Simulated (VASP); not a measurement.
A run of VASP 6.6.1 is set up as follows.

Contents of INCAR:

```
PREC = Accurate
ENCUT = 520
EDIFF = 1E-6
ISMEAR = -1
SIGMA = 0.05
LREAL = F
LASPH = T
NELM = 60
ALGO = Normal
ISIF = 2
LWAVE = F
LCHARG = T
GGA = PS
IVDW = 12
LELF = T
LVHAR = T
NBANDS = 20
```

The input KPOINTS:

```
Automatic mesh
0
Gamma
  10 10 4
```

The input POSCAR:

```
Al2O3
1.0
    2.9772489614      0.0000000000      0.0000000000
   -1.4886244807      2.5783732340      0.0000000000
    0.0000000000      0.0000000000      7.3534979199
Al O
2 3
Direct
    0.0000000000      0.0000000000      0.7269147929
    0.0000000000      0.0000000000      0.2730852071
    0.0000000000      0.0000000000      0.5000000000
    0.6666666667      0.3333333333      0.8078449484
    0.3333333333      0.6666666667      0.1921550516
```

Potentials or basis: VASP PAW PBE potentials, release 64 (Al, O).

Launch:

```bash
$ cat potpaw_PBE.64/Al/POTCAR potpaw_PBE.64/O/POTCAR > POTCAR
$ mpirun -np 1 vasp_std > vasp.out
```

Q: Estimate the largest force.

A: 0.093 eV/Å.

Q: Estimate the band gap on the k mesh.

A: 2.40 eV, direct.

Q: Predict the dispersion energy per atom.

A: -0.146 eV.

Q: Predict the pressure.

A: 0.0 GPa.

Forces on the atoms (eV/Å):
```
Al   0.000  0.000  0.093
Al   0.000  0.000 -0.093
O    0.000  0.000  0.000
O    0.000  0.000  0.001
O    0.000  0.000 -0.001
```

Caveat: three body term missing; the PAW data sets were made with another functional, which shifts forces and pressure a little. PBEsol gaps usually lie below the measured ones, often by a third to a half.
